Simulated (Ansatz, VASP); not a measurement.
LiNbO3 in VASP and in Ansatz

```
Li Nb O
1.0
     4.03150    0.00000    0.00000
     0.00000    4.03150    0.00000
     0.00000    0.00000    4.03150
Li Nb O
1 1 3
Direct
  0.00000 0.00000 0.00000
  0.50000 0.50000 0.50000
  0.50000 0.50000 0.00000
  0.50000 0.00000 0.50000
  0.00000 0.50000 0.50000
```

Change from the starting cell: hydrostatic strain +2.5%.

Alike in both runs: task single point; functional HSE06; k mesh 4 × 4 × 4; no spin polarisation.

|  | VASP | Ansatz |
| --- | --- | --- |
| version | VASP 6.6.1 | Ansatz 0.2.0 |
| potentials or method | VASP PAW PBE potentials, release 64 (Li_sv, Nb_sv, O) | plane waves, PAW |
| plane-wave cutoff (eV) | 520 | 420 |
| occupations | gaussian, width 0.01 eV | fixed |
| valence electrons in the cell | 34 | 34 |

|  | VASP | Ansatz | Ansatz less VASP |
| --- | --- | --- | --- |
| gap on the k mesh at the Fermi level (eV) | 2.76 | 2.78 | +0.022 |

Ansatz's warnings: stress exchange threshold loose, stress scf threshold loose.

Noted on VASP's run: the cutoff is under 1.25 times that of the potentials, so the pressure is a little rough.
